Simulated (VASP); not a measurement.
Set up this calculation in VASP 6.6.1, as the native input.

- Task: single point
- Functional: PBE
- Potentials or basis: VASP PAW PBE potentials, release 64 (Li_sv, Br)
- Cutoff: 750 eV
- k mesh: 2 × 2 × 2, shifted
- Occupations: gaussian, width 0.1 eV
- Spin: no spin polarisation
- Dipole correction: no
- Further INCAR settings: ALGO = Normal; EDIFF = 1e-06; NBANDS = 12; ISYM = 0

The structure of LiBr lies in POSCAR:

```
LiBr
1.0
    0.0000000000      2.7226905798      2.7226905798
    2.7226905798      0.0000000000      2.7226905798
    2.7226905798      2.7226905798      0.0000000000
Li Br
1 1
Direct
    0.0000000000      0.0000000000      0.0000000000
    0.5000000000      0.5000000000      0.5000000000
```

The input as run:

INCAR

```
  PREC = Accurate
  ENCUT = 750
  EDIFF = 1E-6
  ISMEAR = 0
  SIGMA = 0.1
  LREAL = F
  LASPH = T
  NELM = 120
  ALGO = Normal
  ISIF = 2
  LWAVE = F
  LCHARG = F
  GGA = PE
  NBANDS = 12
  ISYM = 0
  GGA_COMPAT = F
```

KPOINTS

```
Automatic mesh
0
Gamma
  2 2 2
  0 0 0.5
```

Potentials or basis: VASP PAW PBE potentials, release 64 (Li_sv, Br).

Launch:

```console
$ cat potpaw_PBE.64/Li_sv/POTCAR potpaw_PBE.64/Br/POTCAR > POTCAR
$ mpirun -np 1 vasp_std > vasp.out
```

Results of the run:

| Item | Value |
| --- | --- |
| Pressure | 1.0 GPa |
| Band gap on the k mesh | 6.20 eV, direct |

Caveat: the k points lie up to 1.00 Å⁻¹ apart.

Run time: 27 s on 1 thread of Intel Xeon 8259CL (shared host), peak memory 0.2 GiB.
